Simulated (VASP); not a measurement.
Write the native input for VASP 6.6.1 that does the following.

```yaml
Task: single point
Functional: LDA
Potentials_or_basis: VASP PAW LDA potentials, release 64 (Al, Ga_d, P)
Cutoff: 520 eV
k_mesh: 6 × 6 × 4
Occupations: gaussian, width 0.02 eV
Spin: no spin polarisation
Dipole_correction: no
Further_INCAR_settings: ALGO = Normal; EDIFF = 1e-06; NBANDS = 41
```

The structure of Al5GaP6 lies in POSCAR:

```
Al5GaP6
1.0
    6.7321684249      0.0000000000      0.0000000000
   -3.3660842124      5.8302288785      0.0000000000
    0.0000000000      0.0000000000      6.3858832000
Al Ga P
5 1 6
Direct
    0.3335270000      0.3335270000      0.9998750000
    0.0000000000      0.6664730000      0.9998750000
    0.6664730000      0.0000000000      0.9998750000
    0.6666666667      0.3333333333      0.5000690000
    0.3333333333      0.6666666667      0.5000690000
    0.0000000000      0.0000000000      0.5012490000
    0.3336980000      0.3336980000      0.3745030000
    0.0000000000      0.6663020000      0.3745030000
    0.6663020000      0.0000000000      0.3745030000
    0.6666666667      0.3333333333      0.8745560000
    0.3333333333      0.6666666667      0.8745560000
    0.0000000000      0.0000000000      0.8763640000
```

These files were run (other wordings do the same):

INCAR

```
  PREC = Accurate
  ENCUT = 520
  EDIFF = 1E-6
  ISMEAR = 0
  SIGMA = 0.02
  LREAL = False
  LASPH = True
  NELM = 60
  ALGO = Normal
  ISIF = 2
  LWAVE = False
  LCHARG = False
  GGA = CA
  NBANDS = 41
```

KPOINTS

```
Automatic mesh
0
Gamma
  6 6 4
```

Potentials or basis: VASP PAW LDA potentials, release 64 (Al, Ga_d, P).

Run with:

```sh
$ cat potpaw_LDA.64/Al/POTCAR potpaw_LDA.64/Ga_d/POTCAR potpaw_LDA.64/P/POTCAR > POTCAR
$ mpirun -np 1 vasp_std > vasp.out
```

Results of the run:

The pressure is -3.6 GPa. The largest force is 0.111 eV/Å and the band gap on the k mesh is 1.58 eV (least direct gap 1.97 eV).

Caveat: the cell stands under tension.

It took 4.9 min on 1 thread of Intel Xeon 8259CL (shared host), peak memory 0.4 GiB.
